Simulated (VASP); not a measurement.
## TiB2: single point with PBEsol

The system is TiB2.

```xyz
3
Lattice="2.9720 0.0000 0.0000 -1.4860 2.5739 0.0000 0.0000 0.0000 3.1179" Properties=species:S:1:pos:R:3 pbc="T T T"
Ti    0.0000    0.0000    0.0000
B     0.0000    1.7159    1.5590
B     1.4860    0.8580    1.5590
```

```
Program             : VASP 6.6.1
Task                : single point
Functional          : PBEsol
Potentials or basis : VASP PAW PBE potentials, release 64 (Ti_sv, B)
Cutoff              : 520 eV
k mesh              : 16 × 16 × 14
Occupations         : fermi-dirac, width 0.05 eV
Spin                : no spin polarisation
```

```
Pressure               : 15.4 GPa
Band gap on the k mesh : zero (bands 9 and 10 overlap by 0.68 eV)
```

Stress tensor (GPa, compression positive):
```
15.45  0.00  0.00
 0.00 15.45  0.00
 0.00  0.00 15.28
```

Levels at points of the mesh, in eV from the Fermi level:
```tsv
k point	band 5	band 6	band 7	band 8	band 9	band 10	band 11	band 12	band 13	band 14
(0.00, 0.00, 0.00)	-13.85	-2.87	-2.87	-2.30	-2.14	2.12	2.12	4.14	4.14	5.97
(0.50, 0.00, 0.00)	-9.72	-9.32	-3.40	-3.33	-2.50	1.51	3.00	3.56	3.69	8.00
(0.00, 0.00, 0.50)	-11.61	-7.91	-0.59	-0.59	-0.31	-0.31	0.46	0.46	2.02	6.68
(0.50, 0.00, 0.50)	-10.04	-7.62	-4.98	-4.11	-3.16	2.88	3.23	5.15	5.15	5.79
```

It took 110 s on 1 thread of Intel Xeon 8259CL, with other jobs on the host, peak memory 0.21 GiB.

Caveat: the cell stands under pressure; the PAW data sets were made with another functional, which shifts forces and pressure a little.
